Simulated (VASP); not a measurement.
# GaP (F-43m) in VASP: notebook

GaP is run at these levels: PBE; tasks: single point.

Everything below comes from runs of VASP 6.6.1. Logs are shortened: lines on timing, memory, paths and dates and some standing lists are left out, and cuts for length are marked.

**The experiment to reproduce.**

“Stacking defects in GaP nanowires: Electronic structure and optical properties”, 2018, arxiv:1810.01194 quotes, for a bulk crystal of GaP at 10 K: band gap 2.34 eV (indirect).

The results are compared with them further down.

## (1) The cell of the first run

Symmetry: F-43m, No. 216, cubic system. The conventional cell has a = 5.451 Å, b = 5.451 Å, c = 5.451 Å, α = 90.00°, β = 90.00°, γ = 90.00°. Ga (site symmetry -43m) has 4 P at 2.36 Å within 3.1 Å. P (site symmetry -43m) has 4 Ga at 2.36 Å within 3.1 Å.

## (2) Single point, PBE

Contents of INCAR:

```
ALGO = Normal
EDIFF = 1E-7
ENCUT = 520
GGA = PE
ISIF = 2
ISMEAR = 0
LASPH = True
LCHARG = True
LELF = True
LREAL = False
LVHAR = True
LWAVE = False
NBANDS = 16
NELM = 80
PREC = Accurate
SIGMA = 0.1
```

Contents of KPOINTS:

```
k-points
0
Gamma
  7 7 7
```

Contents of POSCAR:

```
GaP
1.0
    0.0000000000      2.7252500000      2.7252500000
    2.7252500000      0.0000000000      2.7252500000
    2.7252500000      2.7252500000      0.0000000000
Ga P
1 1
Direct
    0.0000000000      0.0000000000      0.0000000000
    0.7500000000      0.7500000000      0.7500000000
```

Potentials or basis: VASP PAW PBE potentials, release 64 (Ga_d, P).

Run with:

```sh
cat potpaw_PBE.64/Ga_d/POTCAR potpaw_PBE.64/P/POTCAR > POTCAR
mpirun -np 1 vasp_std > vasp.out
```

OUTCAR:

```text
EDIFF = 1E-7
   ENCUT = 520
   GGA = PE
   ISIF = 2
   ISMEAR = 0
   LASPH = True
   LREAL = False
   NELM = 80
   PREC = Accurate

 ion  position               nearest neighbor table
   1  0.000  0.000  0.000-   2 2.36   2 2.36   2 2.36   2 2.36
   2  0.750  0.750  0.750-   1 2.36   1 2.36   1 2.36   1 2.36

  LATTYP: Found a face centered cubic cell.
 ALAT       =     5.4505000000

  Lattice vectors:

 A1 = (   0.0000000000,   2.7252500000,   2.7252500000)
 A2 = (   2.7252500000,   0.0000000000,   2.7252500000)
 A3 = (   2.7252500000,   2.7252500000,   0.0000000000)

Analysis of symmetry for initial positions (statically):
=====================================================================
 Subroutine PRICEL returns:
 Original cell was already a primitive cell.

 Routine SETGRP: Setting up the symmetry group for a
 face centered cubic supercell.

 Subroutine GETGRP returns: Found 24 space group operations
 (whereof 24 operations were pure point group operations)
 out of a pool of 48 trial point group operations.

The static configuration has the point symmetry T_d .

Analysis of symmetry for dynamics (positions and initial velocities):
=====================================================================
 Subroutine PRICEL returns:
 Original cell was already a primitive cell.

 Routine SETGRP: Setting up the symmetry group for a
 face centered cubic supercell.

 Subroutine GETGRP returns: Found 24 space group operations
 (whereof 24 operations were pure point group operations)
 out of a pool of 48 trial point group operations.

The dynamic configuration has the point symmetry T_d .

 Subroutine INISYM returns: Found 24 space group operations
 (whereof 24 operations are pure point group operations),
 and found     1 'primitive' translations

----------------------------------------------------------------------------------------

                                     Primitive cell

  volume of cell :      40.4808

  direct lattice vectors                    reciprocal lattice vectors
     0.000000000  2.725250000  2.725250000    -0.183469406  0.183469406  0.183469406
     2.725250000  0.000000000  2.725250000     0.183469406 -0.183469406  0.183469406
     2.725250000  2.725250000  0.000000000     0.183469406  0.183469406 -0.183469406

  length of vectors
     3.854085511  3.854085511  3.854085511     0.317778334  0.317778334  0.317778334

  position of ions in fractional coordinates (direct lattice)
     0.000000000  0.000000000  0.000000000
     0.750000000  0.750000000  0.750000000

  ion indices of the primitive-cell ions
   primitive index   ion index
                 1           1
                 2           2

----------------------------------------------------------------------------------------

 KPOINTS: k-points

Automatic generation of k-mesh.
 Grid dimensions read from file:
 generate k-points for:    7    7    7

 Generating k-lattice:

  Cartesian coordinates                     Fractional coordinates (reciprocal lattice)
    -0.026209915  0.026209915  0.026209915     0.142857143  0.000000000  0.000000000
     0.026209915 -0.026209915  0.026209915     0.000000000  0.142857143  0.000000000
     0.026209915  0.026209915 -0.026209915     0.000000000  0.000000000  0.142857143

  Length of vectors
     0.045396905  0.045396905  0.045396905

  Shift w.r.t. Gamma in fractional coordinates (k-lattice)
     0.000000000  0.000000000  0.000000000

 Subroutine IBZKPT returns following result:
 ===========================================

 Found     20 irreducible k-points:

 Following reciprocal coordinates:
            Coordinates               Weight
  0.000000  0.000000  0.000000      1.000000
  0.142857  0.000000  0.000000      8.000000
  0.285714  0.000000  0.000000      8.000000
  0.428571  0.000000  0.000000      8.000000
  0.142857  0.142857  0.000000      6.000000
  0.285714  0.142857  0.000000     24.000000
[... 12 lines left out ...]
 -0.428571  0.428571  0.142857     24.000000
 -0.285714  0.428571  0.142857     24.000000
   k-points           NKPTS =     20   k-points in BZ     NKDIM =     20   number of bands    NBANDS=     16
   number of dos      NEDOS =    301   number of ions     NIONS =      2
   total plane-waves  NPLWV =  27000
   dimension x,y,z NGX =    30 NGY =   30 NGZ =   30
   dimension x,y,z NGXF=    60 NGYF=   60 NGZF=   60
   ions per type =               1   1
   NGX,Y,Z   is equivalent  to a cutoff of  12.94, 12.94, 12.94 a.u.
   NGXF,Y,Z  is equivalent  to a cutoff of  25.88, 25.88, 25.88 a.u.
 SYSTEM =  unknown system
   PREC   = accura    normal or accurate (medium, high low for compatibility)
   ISTART =      0    job   : 0-new  1-cont  2-samecut
   ICHARG =      2    charge: 1-file 2-atom 10-const
   ISPIN  =      1    spin polarized calculation?
   LNONCOLLINEAR =      F non collinear calculations
   LSORBIT =      F    spin-orbit coupling
   LASPH  =      T    aspherical Exc in radial PAW
   ENCUT  =  520.0 eV  38.22 Ry    6.18 a.u.   7.17  7.17  7.17*2*pi/ulx,y,z
   NELM   =     80;   NELMIN=  2; NELMDL= -5     # of ELM steps
   EDIFF  = 0.1E-06   stopping-criterion for ELM
   LREAL  =      F    real-space projection
   EDIFFG = 0.1E-05   stopping-criterion for IOM
   NSW    =      0    number of steps for IOM
   IBRION =     -1    ionic relax: 0-MD 1-quasi-New 2-CG
   NFREE  =      0    steps in history (QN), initial steepest desc. (CG)
   ISIF   =      2    stress and relaxation
   ISYM   =      2    0-nonsym 1-usesym 2-fastsym
   POTIM  = 0.5000    time-step for ionic-motion
   TEBEG  =    0.0;   TEEND  =   0.0 temperature during run
   PSTRESS=    0.0 pullay stress
   NELECT =      18.0000    total number of electrons
   NUPDOWN=      -1.0000    fix difference up-down
   EMIN   =  10.00;   EMAX   =-10.00  energy-range for DOS
   EFERMI =   0.00;   METHOD = LEGACY
   ISMEAR =     0;   SIGMA  =   0.10  broadening in eV -4-tet -1-fermi 0-gaus
   EFERMI_NEDOS =   21; number of points for ismear=-14 and -15
   IALGO  =     38    algorithm
   IMIX   =      4    mixing-type and parameters
     AMIX     =   0.40;   BMIX     =  1.00
     AMIX_MAG =   1.60;   BMIX_MAG =  1.00
  volume/ion in A,a.u.               =      20.24       136.59
  Fermi-wavevector in a.u.,A,eV,Ry     =   1.249538  2.361284 21.243377  1.561344
  Thomas-Fermi vector in A             =   2.383574
   LORBIT       =      0    0 simple, 1 ext, 2 COOP (PROOUT), +10 PAW based schemes
   GGA     = PE    functional components
   LHFCALC =     F    Hartree Fock is set to
   AEXX    =    0.0000 exact exchange contribution
   IVDW    =     0    specifies the selected vdW correction
   LEPSILON=     F    determine dielectric tensor
   LRPA    =     F    only Hartree local field effects (RPA)
 non-spin polarized calculation
 Gauss-broadening in eV      SIGMA  =   0.10
  energy-cutoff  :      520.00
  volume of cell :       40.48
 maximum number of plane-waves:      1102
 NGX is ok and might be reduce to    30
   NGX = 15   NGY = 15   NGZ = 15

 number of electron      17.9999989 magnetization

 Free energy of the ion-electron system (eV)
  ---------------------------------------------------
  ext. energy  EPLUGINS =         0.00000000
  ---------------------------------------------------
  free energy    TOTEN  =        -9.11244095 eV

  energy without entropy =       -9.11244095  energy(sigma->0) =       -9.11244095

 E-fermi :   5.0861     XC(G=0):  -9.8319

 val. band max:        4.6544659739   @ k =   0.0000   0.0000   0.0000
 cond. band min:       6.2447199756   @ k =   0.4286   0.4286   0.0000
 fundamental gap:      1.5902540016
 Fermi energy:         5.0861140181

 k-point     1 :       0.0000    0.0000    0.0000
  band No.  band energies     occupation
      1      -9.8990      2.00000
      2      -9.8990      2.00000
      3      -9.8990      2.00000
      4      -9.7994      2.00000
      5      -9.7994      2.00000
      6      -7.8377      2.00000
[... 8 lines left out ...]
     15      14.4407      0.00000
     16      14.4407      0.00000

 k-point     2 :       0.1429    0.0000    0.0000
  band No.  band energies     occupation
      1      -9.9165      2.00000
      2      -9.8931      2.00000
      3      -9.8931      2.00000
      4      -9.7994      2.00000
      5      -9.7994      2.00000
      6      -7.5743      2.00000
[... 8 lines left out ...]
     15      13.7219      0.00000
     16      14.5379      0.00000

 k-point     3 :       0.2857    0.0000    0.0000
  band No.  band energies     occupation
      1      -9.9516      2.00000
      2      -9.8816      2.00000
      3      -9.8816      2.00000
      4      -9.7973      2.00000
      5      -9.7972      2.00000
      6      -6.8445      2.00000
[... 8 lines left out ...]
     15      13.8446      0.00000
     16      14.4362      0.00000

 k-point     4 :       0.4286    0.0000    0.0000
  band No.  band energies     occupation
      1      -9.9770      2.00000
      2      -9.8750      2.00000
      3      -9.8750      2.00000
      4      -9.7929      2.00000
      5      -9.7929      2.00000
      6      -5.9563      2.00000
[... 8 lines left out ...]
     15      15.6175      0.00000
     16      15.6175      0.00000

 k-point     5 :       0.1429    0.1429    0.0000
  band No.  band energies     occupation
      1      -9.9274      2.00000
      2      -9.8873      2.00000
      3      -9.8873      2.00000
      4      -9.8048      2.00000
      5      -9.7953      2.00000
      6      -7.4870      2.00000
[... 8 lines left out ...]
     15      14.7592      0.00000
     16      15.0518      0.00000

 k-point     6 :       0.2857    0.1429    0.0000
  band No.  band energies     occupation
      1      -9.9546      2.00000
      2      -9.8774      2.00000
      3      -9.8748      2.00000
      4      -9.8083      2.00000
      5      -9.7916      2.00000
      6      -6.9091      2.00000
[... 8 lines left out ...]
     15      14.9306      0.00000
     16      16.0338      0.00000

 k-point     7 :       0.4286    0.1429    0.0000
  band No.  band energies     occupation
      1      -9.9772      2.00000
      2      -9.8718      2.00000
      3      -9.8669      2.00000
      4      -9.8045      2.00000
      5      -9.7894      2.00000
      6      -6.0234      2.00000
[... 8 lines left out ...]
     15      16.0167      0.00000
     16      16.2409      0.00000

 k-point     8 :      -0.4286    0.1429    0.0000
  band No.  band energies     occupation
      1      -9.9826      2.00000
      2      -9.8710      2.00000
      3      -9.8666      2.00000
      4      -9.7974      2.00000
      5      -9.7932      2.00000
      6      -5.6087      2.00000
[... 8 lines left out ...]
     15      15.2418      0.00000
     16      16.4866      0.00000

 k-point     9 :      -0.2857    0.1429    0.0000
  band No.  band energies     occupation
      1      -9.9672      2.00000
      2      -9.8738      2.00000
      3      -9.8736      2.00000
      4      -9.8007      2.00000
      5      -9.7947      2.00000
      6      -6.3319      2.00000
[... 8 lines left out ...]
     15      15.5570      0.00000
     16      16.5949      0.00000
[... 96 lines left out ...]
 k-point    15 :       0.4286    0.4286    0.0000
  band No.  band energies     occupation
      1     -10.0120      2.00000
      2      -9.8372      2.00000
      3      -9.8372      2.00000
      4      -9.8331      2.00000
      5      -9.7787      2.00000
      6      -5.1970      2.00000
[... 8 lines left out ...]
     15      16.8063      0.00000
     16      18.4699      0.00000

 k-point    16 :      -0.4286    0.4286    0.0000
  band No.  band energies     occupation
      1     -10.0104      2.00000
      2      -9.8429      2.00000
      3      -9.8369      2.00000
      4      -9.8277      2.00000
      5      -9.7811      2.00000
      6      -4.8513      2.00000
[... 8 lines left out ...]
     15      16.1396      0.00000
     16      18.2290      0.00000

 k-point    17 :       0.4286    0.2857    0.1429
  band No.  band energies     occupation
      1      -9.9757      2.00000
      2      -9.8684      2.00000
      3      -9.8619      2.00000
      4      -9.8119      2.00000
      5      -9.7891      2.00000
      6      -6.2320      2.00000
[... 8 lines left out ...]
     15      16.6643      0.00000
     16      17.2186      0.00000

 k-point    18 :      -0.4286    0.2857    0.1429
  band No.  band energies     occupation
      1      -9.9876      2.00000
      2      -9.8666      2.00000
      3      -9.8531      2.00000
      4      -9.8084      2.00000
      5      -9.7911      2.00000
      6      -5.4214      2.00000
[... 8 lines left out ...]
     15      16.1224      0.00000
     16      17.8071      0.00000

 k-point    19 :      -0.4286    0.4286    0.1429
  band No.  band energies     occupation
      1     -10.0019      2.00000
      2      -9.8524      2.00000
      3      -9.8410      2.00000
      4      -9.8215      2.00000
      5      -9.7847      2.00000
      6      -5.0764      2.00000
[... 8 lines left out ...]
     15      16.9599      0.00000
     16      18.1109      0.00000

 k-point    20 :      -0.2857    0.4286    0.1429
  band No.  band energies     occupation
      1      -9.9963      2.00000
      2      -9.8606      2.00000
      3      -9.8416      2.00000
      4      -9.8142      2.00000
      5      -9.7905      2.00000
      6      -4.8894      2.00000
[... 8 lines left out ...]
     15      16.1621      0.00000
     16      18.6914      0.00000

------------------------ aborting loop because EDIFF is reached ----------------------------------------

  FORCE on cell =-STRESS in cart. coord.  units (eV):
  Direction    XX          YY          ZZ          XY          YZ          ZX
  --------------------------------------------------------------------------------------
  -------------------------------------------------------------------------------------
  Total        0.6279658      0.6279658      0.6279658      0.0000000      0.0000000     -0.0000000
  in kB       24.8540693     24.8540693     24.8540693      0.0000000      0.0000000     -0.0000000
  external PRESSURE =      24.8540693 kB  Pullay stress =       0.0000000 kB

 VOLUME and BASIS-vectors are now :
 -----------------------------------------------------------------------------
  energy-cutoff  :      520.00
  volume of cell :       40.48
      direct lattice vectors                 reciprocal lattice vectors
     0.000000000  2.725250000  2.725250000    -0.183469406  0.183469406  0.183469406
     2.725250000  0.000000000  2.725250000     0.183469406 -0.183469406  0.183469406
     2.725250000  2.725250000  0.000000000     0.183469406  0.183469406 -0.183469406

 POSITION                                       TOTAL-FORCE (eV/Angst)
 -----------------------------------------------------------------------------------
      0.00000      0.00000      0.00000        -0.000000      0.000000      0.000000
      4.08788      4.08788      4.08788         0.000000     -0.000000     -0.000000
 -----------------------------------------------------------------------------------
    total drift:                               -0.000002     -0.000002     -0.000002

  FREE ENERGIE OF THE ION-ELECTRON SYSTEM (eV)
  ---------------------------------------------------
  free  energy   TOTEN  =        -9.1124409481 eV

  energy  without entropy=       -9.1124409481  energy(sigma->0) =       -9.11244095
```

Run time: 8.6 s. Hardware: 1 thread of Intel Xeon 6975P-C (Granite Rapids), shared host; peak memory 0.16 GiB.

Results:

- Free energy: -9.1124 eV
- Pressure: 2.5 GPa
- Band gap on the k mesh: 1.59 eV, indirect (least direct gap 1.83 eV)

(Continued in part 2 of 2.)
